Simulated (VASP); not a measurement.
Ge:

```
Ge
1.0
     3.99759    0.00000    0.00000
    -1.99879    3.46201    0.00000
     0.00000    0.00000    6.59938
Ge
4
Cartesian
  0.0000 2.3080 6.1843
  1.9988 1.1540 2.8846
  0.0000 2.3080 3.7148
  1.9988 1.1540 0.4151
```

This isn't the form of Ge at room conditions, which is diamond.

| Quantity | Value |
| --- | --- |
| Program | VASP 6.6.1 |
| Task | relaxation of cell and atoms |
| Functional | LDA |
| Potentials or basis | VASP PAW LDA potentials, release 64 (Ge_d) |
| Cutoff | 600 eV |
| k mesh | 8 × 8 × 4 |
| Occupations | fermi-dirac, width 0.05 eV |
| Spin | no spin polarisation |

At the start: pressure -1.7 GPa; volume 22.83 Å³/atom.

How do energy, volume and symmetry change on relaxing?

Over 3 steps the energy falls by 3.6 meV/atom and the volume is 22.19 Å³/atom (-2.8 %); space group P6_3/mmc (No. 194, to 0.1 Å) before and after.

The path:
```
step  energy change (eV)  largest force (eV/Å)  pressure (GPa)  volume (Å³)
   1              0.0000                0.0012           -1.72        91.33
   2             -0.0129                0.0117            0.45        88.12
   3             -0.0142                0.0091            0.02        88.78
```

Final structure:
```
Ge
1.0
     3.96202    0.00000    0.00000
    -1.98101    3.43121    0.00000
     0.00000    0.00000    6.53054
Ge
4
Direct
  0.33333 0.66667 0.93711
  0.66667 0.33333 0.43711
  0.33333 0.66667 0.56289
  0.66667 0.33333 0.06289
```
